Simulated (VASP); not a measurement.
# Si8C7 (a cell with a defect) in VASP: a series of runs

The runs below take Si8C7 (a cell with a defect) through single point, with PBEsol.

Everything below comes from runs of VASP 6.6.1. Logs are shortened: lines on timing, memory, paths and dates and some standing lists are left out, and cuts for length are marked.

## Step 1: The cell of the first run

The cell holds a defect, 15 atoms: a = 6.161 Å, b = 6.161 Å, c = 6.161 Å, α = 60.00°, β = 60.00°, γ = 60.00°.

## Step 2: Single point, PBEsol

Input file INCAR:

```
ALGO = Normal
EDIFF = 1E-6
ENCUT = 520
GGA = PS
ISIF = 2
ISMEAR = 0
LASPH = T
LCHARG = T
LELF = T
LREAL = Auto
LVHAR = T
LWAVE = F
NBANDS = 43
NELECT = 56.0
NELM = 80
PREC = Accurate
SIGMA = 0.05
```

Input file KPOINTS:

```
k-points
0
Gamma
  6 6 6
```

Input file POSCAR:

```
Si8C7
1.0
    4.3568001662      0.0000000000     -4.3568001662
    0.0000000000      4.3568001662     -4.3568001662
    4.3568001662      4.3568001662      0.0000000000
Si C
8 7
Direct
    0.5000000000      0.0000000000      0.0000000000
    0.5000000000      0.0000000000      0.5000000000
    0.5000000000      0.5000000000      0.0000000000
    0.5000000000      0.5000000000      0.5000000000
    1.0000000000      0.0000000000      0.0000000000
    1.0000000000      0.0000000000      0.5000000000
    1.0000000000      0.5000000000      0.0000000000
    1.0000000000      0.5000000000      0.5000000000
    0.0641376623      0.1858623377      0.5000000000
    0.1250000000      0.6250000000      0.1250000000
    0.1250000000      0.6250000000      0.6250000000
    0.6250000000      0.1250000000      0.1250000000
    0.6250000000      0.1250000000      0.6250000000
    0.6250000000      0.6250000000      0.1250000000
    0.6250000000      0.6250000000      0.6250000000
```

Potentials or basis: VASP PAW PBE potentials, release 64 (Si, C).

The run is started by

```
$ cat potpaw_PBE.64/Si/POTCAR potpaw_PBE.64/C/POTCAR > POTCAR
$ mpirun -np 1 vasp_std > vasp.out
```

OUTCAR:

```text
EDIFF = 1E-6
   ENCUT = 520
   GGA = PS
   ISIF = 2
   ISMEAR = 0
   LASPH = T
   LREAL = Auto
   NELECT = 56.0
   NELM = 80
   PREC = Accurate

 ion  position               nearest neighbor table
   1  0.500  0.000  0.000-  12 1.89  13 1.89  14 1.89   2 3.08   3 3.08   5 3.08   2 3.08   4 3.08
                             6 3.08   3 3.08   4 3.08   7 3.08   5 3.08   6 3.08   7 3.08
   2  0.500  0.000  0.500-  13 1.89  12 1.89  15 1.89   9 2.33   4 3.08   6 3.08   1 3.08   1 3.08
                             3 3.08   5 3.08   3 3.08   4 3.08   8 3.08   5 3.08   6 3.08   8 3.08
   3  0.500  0.500  0.000-  14 1.89  12 1.89  10 1.89  15 1.89   4 3.08   7 3.08   1 3.08   2 3.08
                             4 3.08   8 3.08   1 3.08   2 3.08   5 3.08   5 3.08   7 3.08   8 3.08
   4  0.500  0.500  0.500-  15 1.89  13 1.89  14 1.89  11 1.89   3 3.08   8 3.08   2 3.08   1 3.08
                             3 3.08   7 3.08   1 3.08   2 3.08   6 3.08   6 3.08   7 3.08   8 3.08
   5  0.000  0.000  0.000-  10 1.89  12 1.89   9 2.58   1 3.08   6 3.08   2 3.08   6 3.08   8 3.08
                             7 3.08   3 3.08   7 3.08   8 3.08   1 3.08   2 3.08   3 3.08
   6  0.000  0.000  0.500-   9 1.39  11 1.89  13 1.89   2 3.08   5 3.08   8 3.08   1 3.08   5 3.08
                             7 3.08   4 3.08   7 3.08   8 3.08   1 3.08   2 3.08   4 3.08
   7  0.000  0.500  0.000-  10 1.89  11 1.89  14 1.89   3 3.08   5 3.08   8 3.08   4 3.08   6 3.08
                             8 3.08   1 3.08   5 3.08   6 3.08   1 3.08   3 3.08   4 3.08
   8  0.000  0.500  0.500-   9 1.77  11 1.89  10 1.89  15 1.89   6 3.08   7 3.08   4 3.08   3 3.08
                             5 3.08   7 3.08   2 3.08   5 3.08   6 3.08   2 3.08   3 3.08   4 3.08
   9  0.064  0.186  0.500-   6 1.39   8 1.77   2 2.33   5 2.58
  10  0.125  0.625  0.125-   7 1.89   5 1.89   3 1.89   8 1.89
  11  0.125  0.625  0.625-   8 1.89   6 1.89   7 1.89   4 1.89
  12  0.625  0.125  0.125-   1 1.89   2 1.89   3 1.89   5 1.89
  13  0.625  0.125  0.625-   2 1.89   1 1.89   4 1.89   6 1.89
  14  0.625  0.625  0.125-   3 1.89   1 1.89   4 1.89   7 1.89
  15  0.625  0.625  0.625-   4 1.89   3 1.89   2 1.89   8 1.89

  LATTYP: Found a face centered cubic cell.
 ALAT       =     8.7136003324

  Lattice vectors:

 A1 = (   4.3568001662,   0.0000000000,  -4.3568001662)
 A2 = (   0.0000000000,   4.3568001662,  -4.3568001662)
 A3 = (   4.3568001662,   4.3568001662,   0.0000000000)

Analysis of symmetry for initial positions (statically):
=====================================================================
 Subroutine PRICEL returns:
 Original cell was already a primitive cell.

 Routine SETGRP: Setting up the symmetry group for a
 face centered cubic supercell.

 Subroutine GETGRP returns: Found  1 space group operations
 (whereof  1 operations were pure point group operations)
 out of a pool of 48 trial point group operations.
[... 165 lines left out ...]
   LORBIT       =      0    0 simple, 1 ext, 2 COOP (PROOUT), +10 PAW based schemes
   GGA     = PS    functional components
   LHFCALC =     F    Hartree Fock is set to
   AEXX    =    0.0000 exact exchange contribution
   IVDW    =     0    specifies the selected vdW correction
   LEPSILON=     F    determine dielectric tensor
   LRPA    =     F    only Hartree local field effects (RPA)
 non-spin polarized calculation
 Gauss-broadening in eV      SIGMA  =   0.05
  energy-cutoff  :      520.00
  volume of cell :      165.40
 maximum number of plane-waves:      4477
 NGX is ok and might be reduce to    48
   NGX = 23   NGY = 23   NGZ = 23

 number of electron      56.0000006 magnetization

 Free energy of the ion-electron system (eV)
  ---------------------------------------------------
  ext. energy  EPLUGINS =         0.00000000
  ---------------------------------------------------
  free energy    TOTEN  =      -138.78697756 eV

  energy without entropy =     -138.77907718  energy(sigma->0) =     -138.78302737

 E-fermi :   6.9702     XC(G=0): -11.0244

 val. band max:        6.9644607559   @ k =   0.5000  -0.1667   0.1667
 cond. band min:       6.9753099931   @ k =  -0.1667   0.1667   0.5000
 fundamental gap:      0.0108492372
 Fermi energy:         6.9701937273

 k-point     1 :       0.0000    0.0000    0.0000
  band No.  band energies     occupation
      1      -7.4111      2.00000
      2      -4.5586      2.00000
      3      -4.1422      2.00000
      4      -4.0127      2.00000
      5      -3.3438      2.00000
      6      -2.9468      2.00000
[... 1021 lines left out ...]
     39      13.6506      0.00000
     40      13.9295      0.00000

 [... further k-points ...]

 [bands above 40 left out]

------------------------ aborting loop because EDIFF is reached ----------------------------------------

  FORCE on cell =-STRESS in cart. coord.  units (eV):
  Direction    XX          YY          ZZ          XY          YZ          ZX
  --------------------------------------------------------------------------------------
  -------------------------------------------------------------------------------------
  Total      -48.5486310    -34.6926238    -25.1240483      4.1361353    -16.0326039     -3.3707263
  in kB     -470.2779900   -336.0584435   -243.3701361     40.0656697   -155.3036738    -32.6513511
  external PRESSURE =    -349.9021899 kB  Pullay stress =       0.0000000 kB

 VOLUME and BASIS-vectors are now :
 -----------------------------------------------------------------------------
  energy-cutoff  :      520.00
  volume of cell :      165.40
      direct lattice vectors                 reciprocal lattice vectors
     4.356800166  0.000000000 -4.356800166     0.114763125 -0.114763125 -0.114763125
     0.000000000  4.356800166 -4.356800166    -0.114763125  0.114763125 -0.114763125
     4.356800166  4.356800166  0.000000000     0.114763125  0.114763125  0.114763125

 POSITION                                       TOTAL-FORCE (eV/Angst)
 -----------------------------------------------------------------------------------
      2.17840      0.00000     -2.17840         0.843852     -1.365816     -0.908975
      4.35680      2.17840     -2.17840        -0.219885     -0.732201     -0.138778
      2.17840      2.17840     -4.35680         0.073118      0.091844      0.093215
      4.35680      4.35680     -4.35680         0.026128     -0.110112      0.023787
      0.00000      0.00000      0.00000        -0.482990     -0.400251      0.999890
      2.17840      2.17840      0.00000        -4.454182    -14.068087     20.866411
      0.00000      2.17840     -2.17840        -1.215220      1.020758     -0.881033
      2.17840      4.35680     -2.17840        -1.159094      1.201033     -1.313697
      2.45784      2.98817     -1.08920         8.993748     13.707996    -19.190543
      1.08920      3.26760     -3.26760        -0.386751     -0.389600     -1.294914
      3.26760      5.44600     -3.26760         0.248302     -0.849270      0.302160
      3.26760      1.08920     -3.26760        -0.374337      0.395011     -0.281409
      5.44600      3.26760     -3.26760        -1.362957      0.736595      1.066685
      3.26760      3.26760     -5.44600         0.148101      0.024197      0.373842
      5.44600      5.44600     -5.44600        -0.677834      0.737905      0.283360
 -----------------------------------------------------------------------------------
    total drift:                                0.008854     -0.006693     -0.001504

  FREE ENERGIE OF THE ION-ELECTRON SYSTEM (eV)
  ---------------------------------------------------
  free  energy   TOTEN  =      -138.7869775641 eV

  energy  without entropy=     -138.7790771768  energy(sigma->0) =     -138.78302737
```

Run time: 20 min. Hardware: 1 thread of Oxide Virtual Turin-like, shared host; peak memory 0.59 GiB.

What came out:

```
Free energy   : -138.7870 eV
Largest force : 25.557 eV/Å
```

Forces in eV/Å, atoms in the order of the input:
```
Si    0.844  -1.366  -0.909
Si   -0.220  -0.732  -0.139
Si    0.073   0.092   0.093
Si    0.026  -0.110   0.024
Si   -0.483  -0.400   1.000
Si   -4.454 -14.068  20.866
Si   -1.215   1.021  -0.881
Si   -1.159   1.201  -1.314
C     8.994  13.708 -19.191
C    -0.387  -0.390  -1.295
C     0.248  -0.849   0.302
C    -0.374   0.395  -0.281
C    -1.363   0.737   1.067
C     0.148   0.024   0.374
C    -0.678   0.738   0.283
```

Caveat: the cell carries a net charge on a neutralising background, which shifts energy and pressure; the cell differs from its parent crystal (atoms taken out, atom 9 moved 0.250 of the way to it and -0.375 Å across, host rigid); the cell is charged against a uniform background, so pressure and absolute levels hang on convention; the PAW data sets were made with another functional, which shifts forces and pressure a little.

## Step 3: Single point, PBEsol

Input file INCAR:

```
ALGO = Normal ; EDIFF = 1E-7
ENCUT = 520 ; GGA = PS
ISIF = 2 ; ISMEAR = 0
LASPH = True ; LCHARG = False
LREAL = Auto ; LWAVE = False
NBANDS = 43 ; NELECT = 56.0
NELM = 60 ; PREC = Accurate
SIGMA = 0.05
```

KPOINTS is that of step 2.

POSCAR: that of step 2 with these lines changed.

```diff
@@ -16,3 +16,3 @@
     1.0000000000      0.5000000000      0.5000000000
-    0.0641376623      0.1858623377      0.5000000000
+    0.1047125541      0.1452874459      0.5000000000
     0.1250000000      0.6250000000      0.1250000000
```

Potentials or basis: VASP PAW PBE potentials, release 64 (Si, C).

The run is started by

```
$ cat potpaw_PBE.64/Si/POTCAR potpaw_PBE.64/C/POTCAR > POTCAR
$ mpirun -np 1 vasp_std > vasp.out
```

It took 38 min on 1 thread of Oxide Virtual Turin-like, shared host; peak memory 0.59 GiB.

It converged, with:

```yaml
Free_energy: -138.0323 eV
Largest_force: 34.339 eV/Å
```

Forces on the atoms (eV/Å):
```
Si    0.832  -1.318  -0.966
Si   -0.795  -0.483   0.288
Si    0.060   0.080   0.137
Si    0.037  -0.085   0.060
Si   -0.580  -0.557   0.962
Si   -9.802 -13.996  26.589
Si   -1.247   0.898  -0.938
Si   -0.611  -0.675   0.171
C    13.768  16.523 -26.769
C    -0.180  -0.296  -0.992
C     0.250  -1.043   0.656
C    -0.304   0.113  -0.617
C    -1.279   0.493   0.964
C     0.093   0.051   0.335
C    -0.243   0.294   0.118
```

Levels at points of the mesh, in eV from the Fermi level:
| k point | band 26 | band 27 | band 28 | band 29 | band 30 | band 31 |
| --- | --- | --- | --- | --- | --- | --- |
| (0.00, 0.00, 0.00) | 0.03 | 0.17 | 0.40 | 0.50 | 2.14 | 2.91 |
| (0.50, 0.00, 0.00) | -0.91 | -0.40 | 0.20 | 0.22 | 0.65 | 2.98 |
| (0.00, 0.50, 0.00) | -0.85 | -0.42 | 0.20 | 0.23 | 0.65 | 2.94 |
| (0.00, 0.00, 0.50) | -0.70 | -0.65 | -0.16 | 0.19 | 0.92 | 3.11 |
| (0.50, 0.50, 0.50) | -0.64 | -0.60 | -0.39 | 0.08 | 1.19 | 3.01 |
| (0.50, 0.50, 0.00) | -0.67 | -0.47 | -0.46 | -0.11 | 0.21 | 3.13 |
| (0.00, 0.50, 0.50) | -0.74 | -0.69 | -0.49 | 0.14 | 1.01 | 2.42 |
| (0.50, 0.00, 0.50) | -0.75 | -0.68 | -0.44 | 0.10 | 0.96 | 2.37 |

Caveat: the cell carries a net charge on a neutralising background, which shifts energy and pressure; the cell differs from its parent crystal (atoms taken out, atom 9 moved 0.250 of the way to it and -0.125 Å across, host rigid); the cell is charged against a uniform background, so pressure and absolute levels hang on convention; the PAW data sets were made with another functional, which shifts forces and pressure a little.
